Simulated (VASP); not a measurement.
Write the native input for VASP 6.6.1 that does the following.

* Task: single point
* Functional: LDA
* Potentials or basis: VASP PAW LDA potentials, release 64 (Si)
* Cutoff: 520 eV
* k mesh: 12 × 12 × 6
* Occupations: gaussian, width 0.02 eV
* Spin: no spin polarisation
* Dipole correction: no
* Further INCAR settings: ALGO = Normal; EDIFF = 1e-07; NBANDS = 16

The structure of Si lies in POSCAR:

```
Si
1.0
    3.7734606500      0.0000000000      0.0000000000
   -1.8867303250      3.2679127831      0.0000000000
    0.0000000000      0.0000000000      6.4777938580
Si
4
Direct
    0.3333333317      0.6666666683      0.0640782780
    0.6666666683      0.3333333317      0.5640782780
    0.3333333317      0.6666666683      0.4359217220
    0.6666666683      0.3333333317      0.9359217220
```

This isn't the form of Si at room conditions, which is diamond.

This cell differs from its parent crystal: uniaxial strain along c: +3.0 %.

One way to write it, as run:

INCAR

```
SYSTEM = Si
PREC = Accurate
ENCUT = 520
EDIFF = 1E-7
ISMEAR = 0
SIGMA = 0.02
LREAL = .FALSE.
LASPH = .TRUE.
NELM = 80
ALGO = Normal
ISIF = 2
LWAVE = .FALSE.
LCHARG = .FALSE.
NBANDS = 16
```

KPOINTS

```
regular mesh
0
G
  12 12 6
  0 0 0
```

Potentials or basis: VASP PAW LDA potentials, release 64 (Si).

Run with:

```bash
$ cat potpaw_LDA.64/Si/POTCAR > POTCAR
$ mpirun -np 1 vasp_std > vasp.out
```

Results of the run:

```yaml
Pressure: -1.3 GPa
Largest_force: 0.174 eV/Å
Band_gap_on_the_k_mesh: 0.43 eV (least direct gap 1.33 eV)
```

Caveat: the cell differs from its parent crystal (uniaxial strain along c: +3.0 %).

It took 110 s on 1 thread of Intel Xeon 8259CL (shared host), peak memory 0.2 GiB.
